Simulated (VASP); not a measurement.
# Nb (Fm-3m) in VASP: a series of runs

Nb is run at these levels: LDA; tasks: single point.

All numbers are computed with VASP 6.6.1; they aren't measurements. Logs are shortened: lines on timing, memory, paths and dates and some standing lists are left out, and cuts for length are marked.

## 1. The cell of the first run

Symmetry: Fm-3m, No. 225, cubic system. The conventional cell has a = 4.144 Å, b = 4.144 Å, c = 4.144 Å, α = 90.00°, β = 90.00°, γ = 90.00°. Nb (site symmetry m-3m) has 12 Nb at 2.93 Å within 3.9 Å.

## 2. Single point, LDA

The input, INCAR:

```
PREC = Accurate
ENCUT = 520
EDIFF = 1E-7
ISMEAR = -1
SIGMA = 0.05
LREAL = False
LASPH = True
NELM = 80
ALGO = Normal
ISIF = 2
LWAVE = False
LCHARG = False
NBANDS = 12
```

The input, KPOINTS:

```
regular mesh
0
Gamma
  11 11 11
```

The input, POSCAR:

```
Nb
1.0
    0.0000000000      2.0718246199      2.0718246199
    2.0718246199      0.0000000000      2.0718246199
    2.0718246199      2.0718246199      0.0000000000
Nb
1
Direct
    0.0000000000      0.0000000000      0.0000000000
```

Potentials or basis: VASP PAW LDA potentials, release 64 (Nb_sv).

On the command line:

```
cat potpaw_LDA.64/Nb_sv/POTCAR > POTCAR
mpirun -np 1 vasp_std > vasp.out
```

OUTCAR:

```text
PREC = Accurate
   ENCUT = 520
   EDIFF = 1E-7
   ISMEAR = -1
   LREAL = False
   LASPH = True
   NELM = 80
   ISIF = 2

 ion  position               nearest neighbor table
   1  0.000  0.000  0.000-

  LATTYP: Found a face centered cubic cell.
 ALAT       =     4.1436492398

  Lattice vectors:

 A1 = (   0.0000000000,   2.0718246199,   2.0718246199)
 A2 = (   2.0718246199,   0.0000000000,   2.0718246199)
 A3 = (   2.0718246199,   2.0718246199,   0.0000000000)

Analysis of symmetry for initial positions (statically):
=====================================================================
 Subroutine PRICEL returns:
 Original cell was already a primitive cell.

 Routine SETGRP: Setting up the symmetry group for a
 face centered cubic supercell.

 Subroutine GETGRP returns: Found 48 space group operations
 (whereof 48 operations were pure point group operations)
 out of a pool of 48 trial point group operations.

The static configuration has the point symmetry O_h .

Analysis of symmetry for dynamics (positions and initial velocities):
=====================================================================
 Subroutine PRICEL returns:
 Original cell was already a primitive cell.

 Routine SETGRP: Setting up the symmetry group for a
 face centered cubic supercell.

 Subroutine GETGRP returns: Found 48 space group operations
 (whereof 48 operations were pure point group operations)
 out of a pool of 48 trial point group operations.

The dynamic configuration has the point symmetry O_h .

 Subroutine INISYM returns: Found 48 space group operations
 (whereof 48 operations are pure point group operations),
 and found     1 'primitive' translations

----------------------------------------------------------------------------------------

                                     Primitive cell

  volume of cell :      17.7864

  direct lattice vectors                    reciprocal lattice vectors
     0.000000000  2.071824620  2.071824620    -0.241333168  0.241333168  0.241333168
     2.071824620  0.000000000  2.071824620     0.241333168 -0.241333168  0.241333168
     2.071824620  2.071824620  0.000000000     0.241333168  0.241333168 -0.241333168

  length of vectors
     2.930002476  2.930002476  2.930002476     0.418001309  0.418001309  0.418001309

  position of ions in fractional coordinates (direct lattice)
     0.000000000  0.000000000  0.000000000

  ion indices of the primitive-cell ions
   primitive index   ion index
                 1           1

----------------------------------------------------------------------------------------

 KPOINTS: regular mesh

Automatic generation of k-mesh.
 Grid dimensions read from file:
 generate k-points for:   11   11   11

 Generating k-lattice:

  Cartesian coordinates                     Fractional coordinates (reciprocal lattice)
    -0.021939379  0.021939379  0.021939379     0.090909091  0.000000000  0.000000000
     0.021939379 -0.021939379  0.021939379     0.000000000  0.090909091  0.000000000
     0.021939379  0.021939379 -0.021939379     0.000000000  0.000000000  0.090909091

  Length of vectors
     0.038000119  0.038000119  0.038000119

  Shift w.r.t. Gamma in fractional coordinates (k-lattice)
     0.000000000  0.000000000  0.000000000

 Subroutine IBZKPT returns following result:
 ===========================================

 Found     56 irreducible k-points:

 Following reciprocal coordinates:
            Coordinates               Weight
  0.000000  0.000000  0.000000      1.000000
  0.090909  0.000000  0.000000      8.000000
  0.181818  0.000000  0.000000      8.000000
  0.272727  0.000000  0.000000      8.000000
  0.363636  0.000000  0.000000      8.000000
  0.454545  0.000000  0.000000      8.000000
[... 16 lines left out ...]
 -0.272727  0.181818  0.000000     24.000000
 -0.181818  0.181818  0.000000     12.000000
 [... further k-points ...]
   k-points           NKPTS =     56   k-points in BZ     NKDIM =     56   number of bands    NBANDS=     12
   number of dos      NEDOS =    301   number of ions     NIONS =      1
   total plane-waves  NPLWV =  13824
   dimension x,y,z NGX =    24 NGY =   24 NGZ =   24
   dimension x,y,z NGXF=    48 NGYF=   48 NGZF=   48
   ions per type =               1
   NGX,Y,Z   is equivalent  to a cutoff of  13.62, 13.62, 13.62 a.u.
   NGXF,Y,Z  is equivalent  to a cutoff of  27.23, 27.23, 27.23 a.u.
 SYSTEM =  unknown system
   PREC   = accura    normal or accurate (medium, high low for compatibility)
   ISTART =      0    job   : 0-new  1-cont  2-samecut
   ICHARG =      2    charge: 1-file 2-atom 10-const
   ISPIN  =      1    spin polarized calculation?
   LNONCOLLINEAR =      F non collinear calculations
   LSORBIT =      F    spin-orbit coupling
   LASPH  =      T    aspherical Exc in radial PAW
   ENCUT  =  520.0 eV  38.22 Ry    6.18 a.u.   5.45  5.45  5.45*2*pi/ulx,y,z
   NELM   =     80;   NELMIN=  2; NELMDL= -5     # of ELM steps
   EDIFF  = 0.1E-06   stopping-criterion for ELM
   LREAL  =      F    real-space projection
   EDIFFG = 0.1E-05   stopping-criterion for IOM
   NSW    =      0    number of steps for IOM
   IBRION =     -1    ionic relax: 0-MD 1-quasi-New 2-CG
   NFREE  =      0    steps in history (QN), initial steepest desc. (CG)
   ISIF   =      2    stress and relaxation
   ISYM   =      2    0-nonsym 1-usesym 2-fastsym
   POTIM  = 0.5000    time-step for ionic-motion
   TEBEG  =    0.0;   TEEND  =   0.0 temperature during run
   PSTRESS=    0.0 pullay stress
   NELECT =      13.0000    total number of electrons
   NUPDOWN=      -1.0000    fix difference up-down
   EMIN   =  10.00;   EMAX   =-10.00  energy-range for DOS
   EFERMI =   0.00;   METHOD = LEGACY
   ISMEAR =    -1;   SIGMA  =   0.05  broadening in eV -4-tet -1-fermi 0-gaus
   EFERMI_NEDOS =   21; number of points for ismear=-14 and -15
   IALGO  =     38    algorithm
   IMIX   =      4    mixing-type and parameters
     AMIX     =   0.40;   BMIX     =  1.00
     AMIX_MAG =   1.60;   BMIX_MAG =  1.00
  volume/ion in A,a.u.               =      17.79       120.03
  Fermi-wavevector in a.u.,A,eV,Ry     =   1.474664  2.786710 29.587675  2.174633
  Thomas-Fermi vector in A             =   2.589407
   LORBIT       =      0    0 simple, 1 ext, 2 COOP (PROOUT), +10 PAW based schemes
   GGA     = CA    functional components
   LHFCALC =     F    Hartree Fock is set to
   AEXX    =    0.0000 exact exchange contribution
   IVDW    =     0    specifies the selected vdW correction
   LEPSILON=     F    determine dielectric tensor
   LRPA    =     F    only Hartree local field effects (RPA)
 non-spin polarized calculation
  energy-cutoff  :      520.00
  volume of cell :       17.79
 maximum number of plane-waves:       531
 NGX is ok and might be reduce to    24
   NGX = 11   NGY = 11   NGZ = 11

 number of electron      13.0000000 magnetization

 Free energy of the ion-electron system (eV)
  ---------------------------------------------------
  ext. energy  EPLUGINS =         0.00000000
  ---------------------------------------------------
  free energy    TOTEN  =       -10.90149139 eV

  energy without entropy =      -10.88973371  energy(sigma->0) =      -10.89561255

 E-fermi :  11.5464     XC(G=0): -12.7806

 val. band max:       11.5036827036   @ k =  -0.3636   0.1818   0.0000
 cond. band min:      11.5495958451   @ k =  -0.3636   0.4545   0.1818
 fundamental gap:      0.0459131415
 Fermi energy:        11.5463918988

 k-point     1 :       0.0000    0.0000    0.0000
  band No.  band energies     occupation
      1     -42.8832      2.00000
      2     -18.3155      2.00000
      3     -18.3155      2.00000
      4     -18.3155      2.00000
      5       5.2135      2.00000
      6      11.5858      0.62522
      7      11.5858      0.62522
      8      11.5858      0.62522
      9      14.3643      0.00000
     10      14.3643      0.00000
     11      23.4622      0.00000
     12      28.4115      0.00000

 k-point     2 :       0.0909    0.0000    0.0000
  band No.  band energies     occupation
      1     -42.8640      2.00000
      2     -18.4375      2.00000
      3     -18.3303      2.00000
      4     -18.3303      2.00000
      5       5.5380      2.00000
      6      11.3423      1.96680
      7      11.7319      0.04775
      8      11.7319      0.04775
      9      14.2348      0.00000
     10      14.2348      0.00000
     11      24.1082      0.00000
     12      27.2743      0.00000

 k-point     3 :       0.1818    0.0000    0.0000
  band No.  band energies     occupation
      1     -42.8122      2.00000
      2     -18.7569      2.00000
      3     -18.3700      2.00000
      4     -18.3700      2.00000
      5       6.3778      2.00000
      6      10.8921      2.00000
      7      11.9877      0.00029
      8      11.9877      0.00029
      9      14.1265      0.00000
     10      14.1265      0.00000
     11      24.9443      0.00000
     12      26.3101      0.00000
[... 286 lines left out ...]
 k-point    23 :      -0.2727    0.1818    0.0000
  band No.  band energies     occupation
      1     -42.6616      2.00000
      2     -19.3529      2.00000
      3     -18.7763      2.00000
      4     -18.4675      2.00000
      5       8.6098      2.00000
      6      10.5167      2.00000
      7      10.8502      2.00000
      8      12.5065      0.00000
      9      14.0637      0.00000
     10      17.5473      0.00000
     11      24.5101      0.00000
     12      26.8830      0.00000

 k-point    24 :      -0.1818    0.1818    0.0000
  band No.  band energies     occupation
      1     -42.7205      2.00000
      2     -19.1197      2.00000
      3     -18.6505      2.00000
      4     -18.4067      2.00000
      5       7.9294      2.00000
      6      10.2192      2.00000
      7      11.5032      1.40714
      8      12.9154      0.00000
      9      12.9827      0.00000
     10      16.1787      0.00000
     11      25.3051      0.00000
     12      27.9955      0.00000

 [... further k-points ...]

------------------------ aborting loop because EDIFF is reached ----------------------------------------

  FORCE on cell =-STRESS in cart. coord.  units (eV):
  Direction    XX          YY          ZZ          XY          YZ          ZX
  --------------------------------------------------------------------------------------
  -------------------------------------------------------------------------------------
  Total       -0.1296313     -0.1296313     -0.1296313      0.0000000     -0.0000000      0.0000000
  in kB      -11.6770059    -11.6770059    -11.6770059      0.0000000     -0.0000000      0.0000000
  external PRESSURE =     -11.6770059 kB  Pullay stress =       0.0000000 kB

 VOLUME and BASIS-vectors are now :
 -----------------------------------------------------------------------------
  energy-cutoff  :      520.00
  volume of cell :       17.79
      direct lattice vectors                 reciprocal lattice vectors
     0.000000000  2.071824620  2.071824620    -0.241333168  0.241333168  0.241333168
     2.071824620  0.000000000  2.071824620     0.241333168 -0.241333168  0.241333168
     2.071824620  2.071824620  0.000000000     0.241333168  0.241333168 -0.241333168

 POSITION                                       TOTAL-FORCE (eV/Angst)
 -----------------------------------------------------------------------------------
      0.00000      0.00000      0.00000        -0.000000     -0.000000     -0.000000
 -----------------------------------------------------------------------------------
    total drift:                               -0.000000      0.000000     -0.000000

  FREE ENERGIE OF THE ION-ELECTRON SYSTEM (eV)
  ---------------------------------------------------
  free  energy   TOTEN  =       -10.9014913854 eV

  energy  without entropy=      -10.8897337084  energy(sigma->0) =      -10.89561255
```

Run time: 20 s. Hardware: 1 thread of AMD EPYC 7R13, shared host; peak memory 0.1 GiB.

What came out:

| Item | Value |
| --- | --- |
| Free energy | -10.9015 eV |
| Pressure | -1.2 GPa |

## 3. Single point, LDA

This run uses another cell than the first one, of 18.16 Å³/atom, 1.021 times its volume.

The input, INCAR:

```
SYSTEM = Nb
PREC = Accurate ; ENCUT = 520
EDIFF = 1E-7 ; ISMEAR = -1
SIGMA = 0.05 ; LREAL = .FALSE.
LASPH = .TRUE. ; NELM = 100
ALGO = Normal ; ISIF = 2
LWAVE = .FALSE. ; LCHARG = .TRUE.
GGA = CA ; LELF = .TRUE.
LVHAR = .TRUE. ; NBANDS = 12
```

The input, KPOINTS:

```
regular mesh
0
G
  11 11 11
  0 0 0
```

The input, POSCAR:

```
Nb
1.0
    0.0000000000      2.0864154149      2.0864154149
    2.0864154149      0.0000000000      2.0864154149
    2.0864154149      2.0864154149      0.0000000000
Nb
1
Direct
    0.0000000000      0.0000000000      0.0000000000
```

Potentials or basis: VASP PAW LDA potentials, release 64 (Nb_sv).

On the command line:

```
cat potpaw_LDA.64/Nb_sv/POTCAR > POTCAR
mpirun -np 1 vasp_std > vasp.out
```

Wall time 19 s (1 thread of AMD EPYC 7R13, shared host); peak memory 0.1 GiB.

The run converged. Its results:

```
Free energy : -10.8947 eV
Pressure    : -4.8 GPa
```

Levels at points of the mesh, in eV from the Fermi level:
| k point | band 2 | band 3 | band 4 | band 5 | band 6 | band 7 | band 8 | band 9 | band 10 | band 11 |
| --- | --- | --- | --- | --- | --- | --- | --- | --- | --- | --- |
| (0.00, 0.00, 0.00) | -29.93 | -29.93 | -29.93 | -6.29 | 0.06 | 0.06 | 0.06 | 2.75 | 2.75 | 11.90 |

## 4. Single point, LDA

This run uses another cell than the first one, of 18.54 Å³/atom, 1.043 times its volume.

The input, INCAR:

```
SYSTEM = Nb
  ALGO = Normal
  EDIFF = 1E-7
  ENCUT = 520
  ISIF = 2
  ISMEAR = -1
  LASPH = .True.
  LCHARG = .False.
  LREAL = .False.
  LWAVE = .False.
  NBANDS = 12
  NELM = 80
  PREC = Accurate
  SIGMA = 0.05
```

The input, KPOINTS:

```
k-points
0
Gamma
  11 11 11
  0 0 0
```

The input, POSCAR:

```
Nb
1.0
    0.0000000000      2.1008049414      2.1008049414
    2.1008049414      0.0000000000      2.1008049414
    2.1008049414      2.1008049414      0.0000000000
Nb
1
Direct
    0.0000000000      0.0000000000      0.0000000000
```

On the command line:

```
cat potpaw_LDA.64/Nb_sv/POTCAR > POTCAR
mpirun -np 1 vasp_std > vasp.out
```

Wall time 20 s (1 thread of AMD EPYC 7R13, shared host); peak memory 0.1 GiB.

It converged, with:

```yaml
Free_energy: -10.8796 eV
Pressure: -8.1 GPa
```

Levels at points of the mesh, in eV from the Fermi level:
```tsv
k point	band 3	band 4	band 5	band 6	band 7	band 8	band 9	band 10
(0.00, 0.00, 0.00)	-29.99	-29.99	-6.24	0.07	0.07	0.07	2.69	2.69
```

(Continued in part 2 of 2.)
